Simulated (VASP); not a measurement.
Input of a VASP 6.6.1 run:

The input INCAR:

```
SYSTEM = Ba2MgC6N6O6
PREC = Accurate
ENCUT = 520
EDIFF = 1E-8
ISMEAR = -1
SIGMA = 0.02
LREAL = Auto
LASPH = .True.
NELM = 100
ALGO = Normal
ISIF = 2
LWAVE = .False.
LCHARG = .False.
GGA = PE
LEFG = .True.
NBANDS = 72
```

KPOINTS

```
Automatic mesh
0
Gamma
  4 4 4
  0 0 0
```

Contents of POSCAR:

```
Ba2MgC6N6O6
1.0
    3.4897000000      2.0147792344      5.6587000000
   -3.4897000000      2.0147792344      5.6587000000
    0.0000000000     -4.0295584688      5.6587000000
Ba Mg C N O
2 1 6 6 6
Direct
    0.7834300000      0.7834300000      0.7834300000
    0.2165700000      0.2165700000      0.2165700000
    0.0000000000      0.0000000000      0.0000000000
    0.2548000000      0.6230000000      0.3533000000
    0.3533000000      0.2548000000      0.6230000000
    0.6230000000      0.3533000000      0.2548000000
    0.7452000000      0.3770000000      0.6467000000
    0.6467000000      0.7452000000      0.3770000000
    0.3770000000      0.6467000000      0.7452000000
    0.1900000000      0.4708000000      0.5703000000
    0.5703000000      0.1900000000      0.4708000000
    0.4708000000      0.5703000000      0.1900000000
    0.8100000000      0.5292000000      0.4297000000
    0.4297000000      0.8100000000      0.5292000000
    0.5292000000      0.4297000000      0.8100000000
    0.1037100000      0.8288100000      0.3034100000
    0.3034100000      0.1037100000      0.8288100000
    0.8288100000      0.3034100000      0.1037100000
    0.8962900000      0.1711900000      0.6965900000
    0.6965900000      0.8962900000      0.1711900000
    0.1711900000      0.6965900000      0.8962900000
```

Potentials or basis: VASP PAW PBE potentials, release 64 (Ba_sv, Mg, C, N, O).

The run is started by

```sh
$ cat potpaw_PBE.64/Ba_sv/POTCAR potpaw_PBE.64/Mg/POTCAR potpaw_PBE.64/C/POTCAR potpaw_PBE.64/N/POTCAR potpaw_PBE.64/O/POTCAR > POTCAR
$ mpirun -np 1 vasp_std > vasp.out
```

**Question.** Estimate the band gap on the k mesh.

**Answer.** 4.26 eV.

**Question.** Estimate the pressure.

**Answer.** 4.8 GPa.

**Question.** Estimate the largest force.

**Answer.** 1.055 eV/Å.

Stress tensor (GPa, compression positive):
```
6.08 0.00 0.00
0.00 6.08 0.00
0.00 0.00 2.33
```

Caveat: the cell stands under pressure; without QUAD_EFG the Cq values of the log hold for a quadrupole moment of 1 mb, not for the nuclei; spin-orbit coupling is left out, which moves the levels of the heavy elements; forces of over 1 eV/Å act on the atoms, so gaps and moduli don't describe the material at rest. A k mesh can miss the band edges.
